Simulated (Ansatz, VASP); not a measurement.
# One calculation of P, two programs

File INCAR:

```
SYSTEM = P
PREC     = Accurate       ! precision mode
ENCUT    = 520            ! plane-wave cutoff, eV
EDIFF    = 1E-6           ! SCF threshold, eV
ISMEAR   = 0              ! smearing method
SIGMA    = 0.1            ! smearing width, eV
LREAL    = .False.        ! projectors in reciprocal space
LASPH    = .True.         ! aspherical terms in the spheres
NELM     = 80             ! most SCF steps
ALGO     = Normal         ! electronic algorithm
ISIF     = 2              ! what is computed and relaxed
LWAVE    = .False.        ! write WAVECAR
LCHARG   = .False.        ! write CHGCAR
GGA      = PE             ! functional
NBANDS   = 8              ! bands
```

File KPOINTS:

```
regular mesh
0
Gamma
  18 18 18
  0 0 0
```

File POSCAR:

```
P
1.0
    0.0000000000      2.0137495270      2.0137495270
    2.0137495270      0.0000000000      2.0137495270
    2.0137495270      2.0137495270      0.0000000000
P
1
Direct
    0.0000000000      0.0000000000      0.0000000000
```

Input for Ansatz:

```yaml
crystal:
  lattice:
    - [0.0, 2.013749527, 2.013749527]
    - [2.013749527, 0.0, 2.013749527]
    - [2.013749527, 2.013749527, 0.0]
  atoms:
    - { symbol: P, position: [0.0, 0.0, 0.0] }
basis:
  ecutwfc: 420
kpoints:
  mp_grid: { grid: [18, 18, 18] }
hamiltonian:
  xc: pbe
scf:
  occupations: { method: gaussian, width: 0.1 }
output:
  forces: true
  stress: true
  eigenvalues: true
  populations: true
```

Alike in both runs: task single point; functional PBE; k mesh 18 × 18 × 18; occupations gaussian, width 0.1 eV; no spin polarisation.

```csv
,VASP,Ansatz
version,VASP 6.6.1,Ansatz 0.2.0
potentials or method,"VASP PAW PBE potentials, release 64 (P), cutoff 520 eV","scalar-relativistic, plane waves, PAW"
valence electrons in the cell,5,5
```

VASP gave:

| Property | Result |
| --- | --- |
| gap on the k mesh at the Fermi level (eV) | none |
| pressure (GPa) | -8.8 |

Estimate Ansatz's values.

gap on the k mesh at the Fermi level (eV): none; pressure (GPa): -8.6.

A gap of «none» marks a metal or a gap that the smearing closes. With one functional, cell and mesh, what is left measures potentials, basis and numerics.
